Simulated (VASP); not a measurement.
# TiGe8Mo3 (C222) in VASP: single point with PBE

Aim: the single point of TiGe8Mo3 with PBE.

Everything below comes from runs of VASP 6.6.1. Logs are shortened: lines on timing, memory, paths and dates and some standing lists are left out, and cuts for length are marked.

### 1 The cell of the first run

It takes space group C222 (No. 21, orthorhombic). Conventional cell: a = 8.720 Å, b = 8.808 Å, c = 4.904 Å, α = 90.00°, β = 90.00°, γ = 90.00°. Within 3.5 Å of Ti (site symmetry 222) lie 10 Ge at 2.63 to 2.96 Å and 4 Mo at 3.30 Å. Ge (site symmetry 2) has 9 Ge at 2.59 to 3.35 Å and 3 Mo at 2.68 to 2.96 Å and 2 Ti at 2.82 Å within 3.4 Å. Within 3.4 Å of Ge (site symmetry 2) lie 4 Mo at 2.60 to 2.83 Å and 9 Ge at 2.61 to 3.35 Å and 1 Ti at 2.96 Å. Ge (site symmetry 1) has 9 Ge at 2.59 to 3.35 Å and 1 Ti at 2.63 Å and 4 Mo at 2.63 to 2.94 Å within 3.4 Å. Within 3.5 Å of Mo (site symmetry 222) lie 10 Ge at 2.63 to 2.96 Å and 4 Mo at 3.36 Å. Mo (site symmetry 2) has 10 Ge at 2.60 to 2.94 Å and 2 Ti at 3.30 Å and 2 Mo at 3.36 Å within 3.4 Å.

### 2 Single point, PBE

Contents of INCAR:

```
SYSTEM = TiGe8Mo3
PREC = Accurate
ENCUT = 520
EDIFF = 1E-6
ISMEAR = 0
SIGMA = 0.2
LREAL = .False.
LASPH = .True.
NELM = 60
ALGO = Normal
ISIF = 2
LWAVE = .False.
LCHARG = .False.
GGA = PE
NBANDS = 95
```

Contents of KPOINTS:

```
Automatic mesh
0
Gamma
  4 4 4
  0 0 0
```

Contents of POSCAR:

```
TiGe8Mo3
1.0
    0.0000000000      0.0000000000      4.9038351000
    4.3599970000     -4.4042360000      0.0000000000
    4.3599970000      4.4042360000      0.0000000000
Ti Ge Mo
1 8 3
Direct
    0.5000000000      0.0000000000      0.0000000000
    0.0000000000      0.8395070000      0.8395070000
    0.5000000000      0.3390270000      0.3390270000
    0.2487030000      0.6637860000      0.1628890000
    0.7512970000      0.1628890000      0.6637860000
    0.2487030000      0.3362140000      0.8371110000
    0.7512970000      0.8371110000      0.3362140000
    0.0000000000      0.1604930000      0.1604930000
    0.5000000000      0.6609730000      0.6609730000
    0.0000000000      0.5000000000      0.5000000000
    0.2671700000      0.0000000000      0.5000000000
    0.7328300000      0.5000000000      0.0000000000
```

Potentials or basis: VASP PAW PBE potentials, release 64 (Ti_sv, Ge_d, Mo_sv).

Launch:

```
cat potpaw_PBE.64/Ti_sv/POTCAR potpaw_PBE.64/Ge_d/POTCAR potpaw_PBE.64/Mo_sv/POTCAR > POTCAR
mpirun -np 1 vasp_std > vasp.out
```

OUTCAR:

```text
SYSTEM = TiGe8Mo3
   PREC = Accurate
   ENCUT = 520
   EDIFF = 1E-6
   ISMEAR = 0
   LREAL = .False.
   LASPH = .True.
   NELM = 60
   ISIF = 2
   GGA = PE

 ion  position               nearest neighbor table
   1  0.500  0.000  0.000-   4 2.63   5 2.63   6 2.63   7 2.63   2 2.82   8 2.82   2 2.82   8 2.82

   2  0.000  0.840  0.840-   4 2.59   5 2.59  11 2.68  12 2.68   8 2.80   1 2.82   1 2.82   9 2.90
                             9 2.90  10 2.96
   3  0.500  0.339  0.339-  11 2.60  12 2.60   4 2.61   5 2.61   9 2.81  10 2.83  10 2.83   8 2.90
                             8 2.90
   4  0.249  0.664  0.163-   2 2.59   3 2.61   1 2.63  10 2.63  12 2.77   6 2.85   7 2.87   7 2.89
                            12 2.90  11 2.94
   5  0.751  0.163  0.664-   2 2.59   3 2.61   1 2.63  10 2.63  11 2.77   7 2.85   6 2.87   6 2.89
                            11 2.90  12 2.94
   6  0.249  0.336  0.837-   8 2.59   9 2.61   1 2.63  10 2.63  12 2.77   4 2.85   5 2.87   5 2.89
                            12 2.90  11 2.94
   7  0.751  0.837  0.336-   8 2.59   9 2.61   1 2.63  10 2.63  11 2.77   5 2.85   4 2.87   4 2.89
                            11 2.90  12 2.94
   8  0.000  0.160  0.160-   6 2.59   7 2.59  11 2.68  12 2.68   2 2.80   1 2.82   1 2.82   3 2.90
                             3 2.90  10 2.96
   9  0.500  0.661  0.661-  11 2.60  12 2.60   6 2.61   7 2.61   3 2.81  10 2.83  10 2.83   2 2.90
                             2 2.90
  10  0.000  0.500  0.500-   4 2.63   5 2.63   6 2.63   7 2.63   3 2.83   9 2.83   3 2.83   9 2.83
                             8 2.96   2 2.96  12 3.36  11 3.36  11 3.36  12 3.36
  11  0.267  0.000  0.500-   3 2.60   9 2.60   8 2.68   2 2.68   5 2.77   7 2.77   5 2.90   7 2.90
                             6 2.94   4 2.94  10 3.36  10 3.36
  12  0.733  0.500  0.000-   3 2.60   9 2.60   8 2.68   2 2.68   4 2.77   6 2.77   4 2.90   6 2.90
                             5 2.94   7 2.94  10 3.36  10 3.36

  LATTYP: Found a base centered orthorhombic cell.
 ALAT       =     8.7199940000
 B/A-ratio  =     1.0101465666
 C/A-ratio  =     0.5623667975

  Lattice vectors:

 A1 = (   4.3599970000,  -4.4042360000,   0.0000000000)
 A2 = (   4.3599970000,   4.4042360000,   0.0000000000)
 A3 = (   0.0000000000,   0.0000000000,   4.9038351000)

Analysis of symmetry for initial positions (statically):
=====================================================================
 Subroutine PRICEL returns:
 Original cell was already a primitive cell.

 Routine SETGRP: Setting up the symmetry group for a
 base centered orthorhombic supercell.

 Subroutine GETGRP returns: Found  4 space group operations
 (whereof  4 operations were pure point group operations)
 out of a pool of  8 trial point group operations.

The static configuration has the point symmetry D_2 .

Analysis of symmetry for dynamics (positions and initial velocities):
=====================================================================
 Subroutine PRICEL returns:
 Original cell was already a primitive cell.

 Routine SETGRP: Setting up the symmetry group for a
 base centered orthorhombic supercell.

 Subroutine GETGRP returns: Found  4 space group operations
 (whereof  4 operations were pure point group operations)
 out of a pool of  8 trial point group operations.

The dynamic configuration has the point symmetry D_2 .

 Subroutine INISYM returns: Found  4 space group operations
 (whereof  4 operations are pure point group operations),
 and found     1 'primitive' translations

----------------------------------------------------------------------------------------

                                     Primitive cell

  volume of cell :     188.3314

  direct lattice vectors                    reciprocal lattice vectors
     0.000000000  0.000000000  4.903835100     0.000000000  0.000000000  0.203922028
     4.359997000 -4.404236000  0.000000000     0.114678978 -0.113527068  0.000000000
     4.359997000  4.404236000  0.000000000     0.114678978  0.113527068  0.000000000

  length of vectors
     4.903835100  6.197327536  6.197327536     0.203922028  0.161368098  0.161368098

  position of ions in fractional coordinates (direct lattice)
     0.500000000  0.000000000  0.000000000
     0.000000000  0.839507000  0.839507000
     0.500000000  0.339027000  0.339027000
     0.248703000  0.663786000  0.162889000
     0.751297000  0.162889000  0.663786000
[... 34 lines left out ...]
     0.000000000  0.000000000  0.050980507     0.250000000  0.000000000  0.000000000
     0.028669744 -0.028381767  0.000000000     0.000000000  0.250000000  0.000000000
     0.028669744  0.028381767  0.000000000     0.000000000  0.000000000  0.250000000

  Length of vectors
     0.050980507  0.040342025  0.040342025

  Shift w.r.t. Gamma in fractional coordinates (k-lattice)
     0.000000000  0.000000000  0.000000000

 Subroutine IBZKPT returns following result:
 ===========================================

 Found     21 irreducible k-points:

 Following reciprocal coordinates:
            Coordinates               Weight
  0.000000  0.000000  0.000000      1.000000
  0.250000  0.000000  0.000000      2.000000
  0.500000  0.000000  0.000000      1.000000
  0.000000  0.250000  0.000000      4.000000
  0.250000  0.250000  0.000000      8.000000
  0.500000  0.250000  0.000000      4.000000
[... 13 lines left out ...]
  0.250000  0.500000  0.500000      2.000000
  0.500000  0.500000  0.500000      1.000000
   k-points           NKPTS =     21   k-points in BZ     NKDIM =     21   number of bands    NBANDS=     95
   number of dos      NEDOS =    301   number of ions     NIONS =     12
   total plane-waves  NPLWV =  82944
   dimension x,y,z NGX =    36 NGY =   48 NGZ =   48
   dimension x,y,z NGXF=    72 NGYF=   96 NGZF=   96
   ions per type =               1   8   3
   NGX,Y,Z   is equivalent  to a cutoff of  12.20, 12.88, 12.88 a.u.
   NGXF,Y,Z  is equivalent  to a cutoff of  24.41, 25.75, 25.75 a.u.
 SYSTEM =  TiGe8Mo3
   PREC   = accura    normal or accurate (medium, high low for compatibility)
   ISTART =      0    job   : 0-new  1-cont  2-samecut
   ICHARG =      2    charge: 1-file 2-atom 10-const
   ISPIN  =      1    spin polarized calculation?
   LNONCOLLINEAR =      F non collinear calculations
   LSORBIT =      F    spin-orbit coupling
   LASPH  =      T    aspherical Exc in radial PAW
   ENCUT  =  520.0 eV  38.22 Ry    6.18 a.u.   9.12 11.52 11.52*2*pi/ulx,y,z
   NELM   =     60;   NELMIN=  2; NELMDL= -5     # of ELM steps
   EDIFF  = 0.1E-05   stopping-criterion for ELM
   LREAL  =      F    real-space projection
   EDIFFG = 0.1E-04   stopping-criterion for IOM
   NSW    =      0    number of steps for IOM
   IBRION =     -1    ionic relax: 0-MD 1-quasi-New 2-CG
   NFREE  =      0    steps in history (QN), initial steepest desc. (CG)
   ISIF   =      2    stress and relaxation
   ISYM   =      2    0-nonsym 1-usesym 2-fastsym
   POTIM  = 0.5000    time-step for ionic-motion
   TEBEG  =    0.0;   TEEND  =   0.0 temperature during run
   PSTRESS=    0.0 pullay stress
   NELECT =     166.0000    total number of electrons
   NUPDOWN=      -1.0000    fix difference up-down
   EMIN   =  10.00;   EMAX   =-10.00  energy-range for DOS
   EFERMI =   0.00;   METHOD = LEGACY
   ISMEAR =     0;   SIGMA  =   0.20  broadening in eV -4-tet -1-fermi 0-gaus
   EFERMI_NEDOS =   21; number of points for ismear=-14 and -15
   IALGO  =     38    algorithm
   IMIX   =      4    mixing-type and parameters
     AMIX     =   0.40;   BMIX     =  1.00
     AMIX_MAG =   1.60;   BMIX_MAG =  1.00
  volume/ion in A,a.u.               =      15.69       105.91
  Fermi-wavevector in a.u.,A,eV,Ry     =   1.569652  2.966212 33.522126  2.463807
  Thomas-Fermi vector in A             =   2.671502
   LORBIT       =      0    0 simple, 1 ext, 2 COOP (PROOUT), +10 PAW based schemes
   GGA     = PE    functional components
   LHFCALC =     F    Hartree Fock is set to
   AEXX    =    0.0000 exact exchange contribution
   IVDW    =     0    specifies the selected vdW correction
   LEPSILON=     F    determine dielectric tensor
   LRPA    =     F    only Hartree local field effects (RPA)
 non-spin polarized calculation
 Gauss-broadening in eV      SIGMA  =   0.20
  energy-cutoff  :      520.00
  volume of cell :      188.33
 maximum number of plane-waves:      5119
   NGX = 19   NGY = 23   NGZ = 23

 number of electron     165.9999885 magnetization

 Free energy of the ion-electron system (eV)
  ---------------------------------------------------
  ext. energy  EPLUGINS =         0.00000000
  ---------------------------------------------------
  free energy    TOTEN  =       -78.46533415 eV

  energy without entropy =      -78.35890950  energy(sigma->0) =      -78.41212183

 E-fermi :   9.9691     XC(G=0): -12.4983

 val. band max:        9.9535074273   @ k =   0.5000   0.5000   0.2500
 cond. band min:       9.9824215129   @ k =   0.0000   0.5000   0.5000
 fundamental gap:      0.0289140856
 Fermi energy:         9.9690558929

 k-point     1 :       0.0000    0.0000    0.0000
  band No.  band energies     occupation
      1     -51.0987      2.00000
      2     -51.0795      2.00000
      3     -51.0777      2.00000
      4     -46.9959      2.00000
      5     -25.3375      2.00000
      6     -25.3135      2.00000
[... 2047 lines left out ...]
     94      12.2589      0.00000
     95      12.3319      0.00000

------------------------ aborting loop because EDIFF is reached ----------------------------------------

  FORCE on cell =-STRESS in cart. coord.  units (eV):
  Direction    XX          YY          ZZ          XY          YZ          ZX
  --------------------------------------------------------------------------------------
  -------------------------------------------------------------------------------------
  Total        0.3616678      0.5322833     -0.0438638      0.0000000      0.0000000      0.0000000
  in kB        3.0767899      4.5282543     -0.3731595      0.0000000      0.0000000      0.0000000
  external PRESSURE =       2.4106282 kB  Pullay stress =       0.0000000 kB

 VOLUME and BASIS-vectors are now :
 -----------------------------------------------------------------------------
  energy-cutoff  :      520.00
  volume of cell :      188.33
      direct lattice vectors                 reciprocal lattice vectors
     0.000000000  0.000000000  4.903835100     0.000000000  0.000000000  0.203922028
     4.359997000 -4.404236000  0.000000000     0.114678978 -0.113527068  0.000000000
     4.359997000  4.404236000  0.000000000     0.114678978  0.113527068  0.000000000

 POSITION                                       TOTAL-FORCE (eV/Angst)
 -----------------------------------------------------------------------------------
      0.00000      0.00000      2.45192         0.000000      0.000000      0.000000
      7.32050      0.00000      0.00000         0.003807      0.000000     -0.000000
      2.95631      0.00000      2.45192        -0.018750      0.000000      0.000000
      3.60430     -2.20607      1.21960         0.015153     -0.000582      0.002573
      3.60430      2.20607      3.68424         0.015153      0.000582     -0.002573
      5.11569      2.20607      1.21960        -0.015153      0.000582      0.002573
      5.11569     -2.20607      3.68424        -0.015153     -0.000582     -0.002573
      1.39950      0.00000      0.00000        -0.003807      0.000000     -0.000000
      5.76368      0.00000      2.45192         0.018750      0.000000      0.000000
      4.36000      0.00000      0.00000         0.000000      0.000000      0.000000
      2.18000      2.20212      1.31016         0.000000      0.000000     -0.050049
      2.18000     -2.20212      3.59368         0.000000      0.000000      0.050049
 -----------------------------------------------------------------------------------
    total drift:                                0.000000      0.000000      0.000000

  FREE ENERGIE OF THE ION-ELECTRON SYSTEM (eV)
  ---------------------------------------------------
  free  energy   TOTEN  =       -78.4653341484 eV

  energy  without entropy=      -78.3589095050  energy(sigma->0) =      -78.41212183
```

Wall time 3.8 min (1 thread of Intel Xeon 6975P-C (Granite Rapids), shared host); peak memory 0.46 GiB.

What came out:

| Quantity | Value |
| --- | --- |
| Free energy | -78.4653 eV |
| Pressure | 0.2 GPa |
| Largest force | 0.050 eV/Å |
| Band gap on the k mesh | zero (band 83 reaches 10.08 eV, above the bottom of band 84 at 9.75 eV) |

Forces on the atoms (eV/Å):
```
Ti   0.000  0.000  0.000
Ge   0.004  0.000  0.000
Ge  -0.019  0.000  0.000
Ge   0.015 -0.001  0.003
Ge   0.015  0.001 -0.003
Ge  -0.015  0.001  0.003
Ge  -0.015 -0.001 -0.003
Ge  -0.004  0.000  0.000
Ge   0.019  0.000  0.000
Mo   0.000  0.000  0.000
Mo   0.000  0.000 -0.050
Mo   0.000  0.000  0.050
```
